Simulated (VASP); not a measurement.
# ZrO2 (Fm-3m) in VASP: notebook

The runs below take ZrO2 through electric field gradients, with PBE.

Everything below comes from runs of VASP 6.6.1. Logs are shortened: lines on timing, memory, paths and dates and some standing lists are left out, and cuts for length are marked.

## Step 1: The cell of the first run

The structure is cubic, space group Fm-3m (No. 225). The conventional cell has a = 5.070 Å, b = 5.070 Å, c = 5.070 Å, α = 90.00°, β = 90.00°, γ = 90.00°. Zr (site symmetry m-3m) has 8 O at 2.20 Å within 2.9 Å. Within 2.9 Å of O (site symmetry -43m) lie 4 Zr at 2.20 Å and 6 O at 2.54 Å.

## Step 2: Electric field gradients, PBE

INCAR

```
ALGO = Normal
EDIFF = 1E-8
ENCUT = 520
GGA = PE
GGA_COMPAT = F
ISIF = 2
ISMEAR = -1
LASPH = T
LCHARG = F
LEFG = T
LREAL = F
LWAVE = F
NBANDS = 19
NELM = 120
PREC = Accurate
SIGMA = 0.02
```

KPOINTS

```
k-points
0
Gamma
  9 9 9
```

POSCAR

```
ZrO2
1.0
    0.0000000000      2.5350000000      2.5350000000
    2.5350000000      0.0000000000      2.5350000000
    2.5350000000      2.5350000000      0.0000000000
Zr O
1 2
Direct
    0.0000000000      0.0000000000      0.0000000000
    0.2500000000      0.2500000000      0.2500000000
    0.7500000000      0.7500000000      0.7500000000
```

Potentials or basis: VASP PAW PBE potentials, release 64 (Zr_sv, O).

On the command line:

```console
$ cat potpaw_PBE.64/Zr_sv/POTCAR potpaw_PBE.64/O/POTCAR > POTCAR
$ mpirun -np 1 vasp_std > vasp.out
```

OUTCAR:

```text
EDIFF = 1E-8
   ENCUT = 520
   GGA = PE
   ISIF = 2
   ISMEAR = -1
   LASPH = T
   LREAL = F
   NELM = 120
   PREC = Accurate

 ion  position               nearest neighbor table
   1  0.000  0.000  0.000-   3 2.20   3 2.20   3 2.20   2 2.20   3 2.20   2 2.20   2 2.20   2 2.20

   2  0.250  0.250  0.250-   1 2.20   1 2.20   1 2.20   1 2.20
   3  0.750  0.750  0.750-   1 2.20   1 2.20   1 2.20   1 2.20

  LATTYP: Found a face centered cubic cell.
 ALAT       =     5.0700000000

  Lattice vectors:

 A1 = (   0.0000000000,   2.5350000000,   2.5350000000)
 A2 = (   2.5350000000,   0.0000000000,   2.5350000000)
 A3 = (   2.5350000000,   2.5350000000,   0.0000000000)

Analysis of symmetry for initial positions (statically):
=====================================================================
 Subroutine PRICEL returns:
 Original cell was already a primitive cell.

 Routine SETGRP: Setting up the symmetry group for a
 face centered cubic supercell.

 Subroutine GETGRP returns: Found 48 space group operations
 (whereof 48 operations were pure point group operations)
 out of a pool of 48 trial point group operations.

The static configuration has the point symmetry O_h .

Analysis of symmetry for dynamics (positions and initial velocities):
=====================================================================
 Subroutine PRICEL returns:
 Original cell was already a primitive cell.

 Routine SETGRP: Setting up the symmetry group for a
 face centered cubic supercell.

 Subroutine GETGRP returns: Found 48 space group operations
 (whereof 48 operations were pure point group operations)
 out of a pool of 48 trial point group operations.

The dynamic configuration has the point symmetry O_h .

 Subroutine INISYM returns: Found 48 space group operations
 (whereof 48 operations are pure point group operations),
 and found     1 'primitive' translations

----------------------------------------------------------------------------------------

                                     Primitive cell

  volume of cell :      32.5810

  direct lattice vectors                    reciprocal lattice vectors
     0.000000000  2.535000000  2.535000000    -0.197238659  0.197238659  0.197238659
     2.535000000  0.000000000  2.535000000     0.197238659 -0.197238659  0.197238659
     2.535000000  2.535000000  0.000000000     0.197238659  0.197238659 -0.197238659

  length of vectors
     3.585031381  3.585031381  3.585031381     0.341627378  0.341627378  0.341627378

  position of ions in fractional coordinates (direct lattice)
     0.000000000  0.000000000  0.000000000
     0.250000000  0.250000000  0.250000000
     0.750000000  0.750000000  0.750000000

  ion indices of the primitive-cell ions
   primitive index   ion index
                 1           1
                 2           2
                 3           3

----------------------------------------------------------------------------------------

 KPOINTS: k-points

Automatic generation of k-mesh.
 Grid dimensions read from file:
 generate k-points for:    9    9    9

 Generating k-lattice:

  Cartesian coordinates                     Fractional coordinates (reciprocal lattice)
    -0.021915407  0.021915407  0.021915407     0.111111111  0.000000000  0.000000000
     0.021915407 -0.021915407  0.021915407     0.000000000  0.111111111  0.000000000
     0.021915407  0.021915407 -0.021915407     0.000000000  0.000000000  0.111111111

  Length of vectors
     0.037958598  0.037958598  0.037958598

  Shift w.r.t. Gamma in fractional coordinates (k-lattice)
     0.000000000  0.000000000  0.000000000

 Subroutine IBZKPT returns following result:
 ===========================================

 Found     35 irreducible k-points:

 Following reciprocal coordinates:
            Coordinates               Weight
  0.000000  0.000000  0.000000      1.000000
  0.111111  0.000000  0.000000      8.000000
  0.222222  0.000000  0.000000      8.000000
  0.333333  0.000000  0.000000      8.000000
  0.444444  0.000000  0.000000      8.000000
  0.111111  0.111111  0.000000      6.000000
[... 16 lines left out ...]
 -0.333333  0.333333  0.000000     12.000000
  0.444444  0.444444  0.000000      6.000000
 [... further k-points ...]
   k-points           NKPTS =     35   k-points in BZ     NKDIM =     35   number of bands    NBANDS=     19
   number of dos      NEDOS =    301   number of ions     NIONS =      3
   total plane-waves  NPLWV =  21952
   dimension x,y,z NGX =    28 NGY =   28 NGZ =   28
   dimension x,y,z NGXF=    56 NGYF=   56 NGZF=   56
   ions per type =               1   2
   NGX,Y,Z   is equivalent  to a cutoff of  12.98, 12.98, 12.98 a.u.
   NGXF,Y,Z  is equivalent  to a cutoff of  25.97, 25.97, 25.97 a.u.
 SYSTEM =  unknown system
   PREC   = accura    normal or accurate (medium, high low for compatibility)
   ISTART =      0    job   : 0-new  1-cont  2-samecut
   ICHARG =      2    charge: 1-file 2-atom 10-const
   ISPIN  =      1    spin polarized calculation?
   LNONCOLLINEAR =      F non collinear calculations
   LSORBIT =      F    spin-orbit coupling
   LASPH  =      T    aspherical Exc in radial PAW
   ENCUT  =  520.0 eV  38.22 Ry    6.18 a.u.   6.67  6.67  6.67*2*pi/ulx,y,z
   NELM   =    120;   NELMIN=  2; NELMDL= -5     # of ELM steps
   EDIFF  = 0.1E-07   stopping-criterion for ELM
   LREAL  =      F    real-space projection
   EDIFFG = 0.1E-06   stopping-criterion for IOM
   NSW    =      0    number of steps for IOM
   IBRION =     -1    ionic relax: 0-MD 1-quasi-New 2-CG
   NFREE  =      0    steps in history (QN), initial steepest desc. (CG)
   ISIF   =      2    stress and relaxation
   ISYM   =      2    0-nonsym 1-usesym 2-fastsym
   POTIM  = 0.5000    time-step for ionic-motion
   TEBEG  =    0.0;   TEEND  =   0.0 temperature during run
   PSTRESS=    0.0 pullay stress
   NELECT =      24.0000    total number of electrons
   NUPDOWN=      -1.0000    fix difference up-down
   EMIN   =  10.00;   EMAX   =-10.00  energy-range for DOS
   EFERMI =   0.00;   METHOD = LEGACY
   ISMEAR =    -1;   SIGMA  =   0.02  broadening in eV -4-tet -1-fermi 0-gaus
   EFERMI_NEDOS =   21; number of points for ismear=-14 and -15
   IALGO  =     38    algorithm
   IMIX   =      4    mixing-type and parameters
     AMIX     =   0.40;   BMIX     =  1.00
     AMIX_MAG =   1.60;   BMIX_MAG =  1.00
  volume/ion in A,a.u.               =      10.86        73.29
  Fermi-wavevector in a.u.,A,eV,Ry     =   1.478509  2.793977 29.742181  2.185989
  Thomas-Fermi vector in A             =   2.592781
   LORBIT       =      0    0 simple, 1 ext, 2 COOP (PROOUT), +10 PAW based schemes
   GGA     = PE    functional components
   LHFCALC =     F    Hartree Fock is set to
   AEXX    =    0.0000 exact exchange contribution
   IVDW    =     0    specifies the selected vdW correction
   LEPSILON=     F    determine dielectric tensor
   LRPA    =     F    only Hartree local field effects (RPA)
 non-spin polarized calculation
  energy-cutoff  :      520.00
  volume of cell :       32.58
 maximum number of plane-waves:       895
   NGX = 13   NGY = 13   NGZ = 13

 number of electron      23.9999991 magnetization

 Free energy of the ion-electron system (eV)
  ---------------------------------------------------
  ext. energy  EPLUGINS =         0.00000000
  ---------------------------------------------------
  free energy    TOTEN  =       -28.54638463 eV

  energy without entropy =      -28.54638463  energy(sigma->0) =      -28.54638463

 E-fermi :   7.7841     XC(G=0): -11.8465

 val. band max:        7.3069084146   @ k =  -0.4444   0.4444   0.0000
 cond. band min:      10.7430956512   @ k =   0.0000   0.0000   0.0000
 fundamental gap:      3.4361872367
 Fermi energy:         7.7841080399

 k-point     1 :       0.0000    0.0000    0.0000
  band No.  band energies     occupation
      1     -40.6745      2.00000
      2     -18.4962      2.00000
      3     -18.4962      2.00000
      4     -18.4962      2.00000
      5     -10.8958      2.00000
      6      -8.2942      2.00000
[... 11 lines left out ...]
     18      16.8686      0.00000
     19      21.8385      0.00000
[... 485 lines left out ...]
 k-point    24 :       0.4444    0.4444    0.0000
  band No.  band energies     occupation
      1     -40.6102      2.00000
      2     -19.2543      2.00000
      3     -18.6737      2.00000
      4     -18.6737      2.00000
      5      -9.5068      2.00000
      6      -8.7828      2.00000
[... 11 lines left out ...]
     18      19.6566      0.00000
     19      22.4421      0.00000

 [... further k-points ...]

------------------------ aborting loop because EDIFF is reached ----------------------------------------

  FORCE on cell =-STRESS in cart. coord.  units (eV):
  Direction    XX          YY          ZZ          XY          YZ          ZX
  --------------------------------------------------------------------------------------
  -------------------------------------------------------------------------------------
  Total        1.4445639      1.4445639      1.4445639      0.0000000      0.0000000     -0.0000000
  in kB       71.0368100     71.0368100     71.0368100      0.0000000      0.0000000     -0.0000000
  external PRESSURE =      71.0368100 kB  Pullay stress =       0.0000000 kB

 VOLUME and BASIS-vectors are now :
 -----------------------------------------------------------------------------
  energy-cutoff  :      520.00
  volume of cell :       32.58
      direct lattice vectors                 reciprocal lattice vectors
     0.000000000  2.535000000  2.535000000    -0.197238659  0.197238659  0.197238659
     2.535000000  0.000000000  2.535000000     0.197238659 -0.197238659  0.197238659
     2.535000000  2.535000000  0.000000000     0.197238659  0.197238659 -0.197238659

 POSITION                                       TOTAL-FORCE (eV/Angst)
 -----------------------------------------------------------------------------------
      0.00000      0.00000      0.00000        -0.000000      0.000000     -0.000000
      1.26750      1.26750      1.26750        -0.000000     -0.000000      0.000000
      3.80250      3.80250      3.80250         0.000000      0.000000     -0.000000
 -----------------------------------------------------------------------------------
    total drift:                                0.000000      0.000000      0.000000

  FREE ENERGIE OF THE ION-ELECTRON SYSTEM (eV)
  ---------------------------------------------------
  free  energy   TOTEN  =       -28.5463846299 eV

  energy  without entropy=      -28.5463846299  energy(sigma->0) =      -28.54638463

 Electric field gradients (V/A^2)
---------------------------------------------------------------------
 ion       V_xx      V_yy      V_zz      V_xy      V_xz      V_yz
---------------------------------------------------------------------
   1       0.000    -0.000     0.000     0.000     0.000     0.000
   2      -0.000    -0.000    -0.000    -0.002    -0.002    -0.002
   3      -0.000    -0.000    -0.000    -0.002    -0.002    -0.002
---------------------------------------------------------------------

 Electric field gradients after diagonalization (V/A^2)
 (convention: |V_zz| > |V_xx| > |V_yy|)
----------------------------------------------------------------------
 ion       V_xx      V_yy      V_zz     asymmetry (V_yy - V_xx)/ V_zz
----------------------------------------------------------------------
   1      -0.000    -0.000     0.000       0.000
   2       0.002     0.002    -0.004       0.000
   3       0.002     0.002    -0.004       0.000
----------------------------------------------------------------------

           NMR quadrupolar parameters

 Cq : quadrupolar parameter    Cq=e*Q*V_zz/h
 eta: asymmetry parameters     (V_yy - V_xx)/ V_zz
 Q  : nuclear electric quadrupole moment in mb (millibarn)
----------------------------------------------------------------------
 ion       Cq(MHz)       eta       Q (mb)
----------------------------------------------------------------------
   1       0.000       0.000       1.000
   2      -0.000       0.000       1.000
   3      -0.000       0.000       1.000
----------------------------------------------------------------------
```

Wall time 28 s (1 thread of Intel Xeon Platinum 8375C at 2.90GHz (Ice Lake), shared host); peak memory 0.16 GiB.

What came out:

* Free energy: -28.5464 eV
* Pressure: 7.1 GPa
* Band gap on the k mesh: 3.44 eV (least direct gap 3.92 eV)
* Largest electric field gradient by atom: zero within the noise of the run

Caveat: the cell stands under pressure; an odd mesh through Γ misses points on the zone boundary, where band edges can lie.

## Step 3: Electric field gradients, PBE

INCAR

```
SYSTEM = ZrO2
PREC = Accurate
ENCUT = 520
EDIFF = 1E-8
ISMEAR = -1
SIGMA = 0.02
LREAL = .False.
LASPH = .True.
NELM = 120
ALGO = Normal
ISIF = 2
LWAVE = .False.
LCHARG = .False.
GGA = PE
LEFG = .True.
NBANDS = 19
GGA_COMPAT = .False.
```

KPOINTS

```
Automatic mesh
0
Gamma
  9 9 9
  0 0 0
```

POSCAR is that of step 2.

Potentials or basis: VASP PAW PBE potentials, release 64 (Zr_sv, O).

On the command line:

```console
$ cat potpaw_PBE.64/Zr_sv/POTCAR potpaw_PBE.64/O/POTCAR > POTCAR
$ mpirun -np 1 vasp_std > vasp.out
```

OUTCAR:

```text
SYSTEM = ZrO2
   PREC = Accurate
   ENCUT = 520
   EDIFF = 1E-8
   ISMEAR = -1
   LREAL = .False.
   LASPH = .True.
   NELM = 120
   ISIF = 2
   GGA = PE

 ion  position               nearest neighbor table
   1  0.000  0.000  0.000-   3 2.20   3 2.20   3 2.20   2 2.20   3 2.20   2 2.20   2 2.20   2 2.20

   2  0.250  0.250  0.250-   1 2.20   1 2.20   1 2.20   1 2.20
   3  0.750  0.750  0.750-   1 2.20   1 2.20   1 2.20   1 2.20

  LATTYP: Found a face centered cubic cell.
 ALAT       =     5.0700000000

  Lattice vectors:

 A1 = (   0.0000000000,   2.5350000000,   2.5350000000)
[... 747 lines left out ...]

 Electric field gradients (V/A^2)
---------------------------------------------------------------------
 ion       V_xx      V_yy      V_zz      V_xy      V_xz      V_yz
---------------------------------------------------------------------
   1       0.000    -0.000     0.000     0.000     0.000     0.000
   2      -0.000    -0.000    -0.000    -0.002    -0.002    -0.002
   3      -0.000    -0.000    -0.000    -0.002    -0.002    -0.002
---------------------------------------------------------------------

 Electric field gradients after diagonalization (V/A^2)
 (convention: |V_zz| > |V_xx| > |V_yy|)
----------------------------------------------------------------------
 ion       V_xx      V_yy      V_zz     asymmetry (V_yy - V_xx)/ V_zz
----------------------------------------------------------------------
   1      -0.000    -0.000     0.000       0.000
   2       0.002     0.002    -0.004       0.000
   3       0.002     0.002    -0.004       0.000
----------------------------------------------------------------------

           NMR quadrupolar parameters

 Cq : quadrupolar parameter    Cq=e*Q*V_zz/h
 eta: asymmetry parameters     (V_yy - V_xx)/ V_zz
 Q  : nuclear electric quadrupole moment in mb (millibarn)
----------------------------------------------------------------------
 ion       Cq(MHz)       eta       Q (mb)
----------------------------------------------------------------------
   1       0.000       0.000       1.000
   2      -0.000       0.000       1.000
   3      -0.000       0.000       1.000
----------------------------------------------------------------------
```

OSZICAR:

```text
N       E                     dE             d eps       ncg     rms          rms(c)
DAV:   1     0.179254277193E+03    0.17925E+03   -0.14448E+04  1330   0.130E+03
DAV:   2    -0.259941564594E+02   -0.20525E+03   -0.19953E+03  1579   0.343E+02
DAV:   3    -0.346236550662E+02   -0.86295E+01   -0.85825E+01  1890   0.674E+01
DAV:   4    -0.348573559878E+02   -0.23370E+00   -0.23330E+00  1816   0.868E+00
DAV:   5    -0.348604065638E+02   -0.30506E-02   -0.30503E-02  1663   0.969E-01    0.248E+01
DAV:   6    -0.286284956984E+02    0.62319E+01   -0.22976E+01  1403   0.396E+01    0.860E+00
DAV:   7    -0.285750793261E+02    0.53416E-01   -0.96773E-01  1590   0.764E+00    0.697E+00
DAV:   8    -0.285659903017E+02    0.90890E-02   -0.36229E-01  1459   0.561E+00    0.311E+00
DAV:   9    -0.285453507468E+02    0.20640E-01   -0.60125E-02  1465   0.218E+00    0.336E-01
DAV:  10    -0.285466108281E+02   -0.12601E-02   -0.65020E-03  1531   0.765E-01    0.386E-01
DAV:  11    -0.285463584123E+02    0.25242E-03   -0.92135E-04  1456   0.311E-01    0.485E-02
DAV:  12    -0.285463963050E+02   -0.37893E-04   -0.86078E-05  1536   0.717E-02    0.698E-02
DAV:  13    -0.285463838335E+02    0.12472E-04   -0.46465E-05  1581   0.564E-02    0.726E-03
DAV:  14    -0.285463849862E+02   -0.11527E-05   -0.42483E-06  1544   0.209E-02    0.125E-02
DAV:  15    -0.285463846543E+02    0.33184E-06   -0.93986E-07  1444   0.889E-03    0.748E-04
DAV:  16    -0.285463846229E+02    0.31425E-07   -0.24167E-08  1630   0.118E-03    0.309E-04
DAV:  17    -0.285463846348E+02   -0.11913E-07   -0.14354E-08  1039   0.876E-04    0.215E-04
DAV:  18    -0.285463846299E+02    0.49758E-08   -0.17900E-09   815   0.400E-04
   1 F= -.28546385E+02 E0= -.28546385E+02  d E =-.711164E-12
```

stdout:

```text
POSCAR found type information on POSCAR ZrO
 POSCAR found :  2 types and       3 ions
 scaLAPACK will be used
 LDA part: xc-table for (Slater+PW92), standard interpolation
 POSCAR, INCAR and KPOINTS ok, starting setup
 FFT: planning ... GRIDC
 FFT: planning ... GRID_SOFT
 FFT: planning ... GRID
 WAVECAR not read
 entering main loop
ion   1

ion   2

ion   3
```

Wall time 30 s (1 thread of Intel Xeon Platinum 8375C at 2.90GHz (Ice Lake), shared host); peak memory 0.16 GiB.

Results:

| Item | Value |
| --- | --- |
| Free energy | -28.5464 eV |
| Pressure | 7.1 GPa |
| Band gap on the k mesh | 3.44 eV (least direct gap 3.92 eV) |
| Largest electric field gradient by atom | zero within the noise of the run |

Caveat: the cell stands under pressure; an odd mesh through Γ misses points on the zone boundary, where band edges can lie.
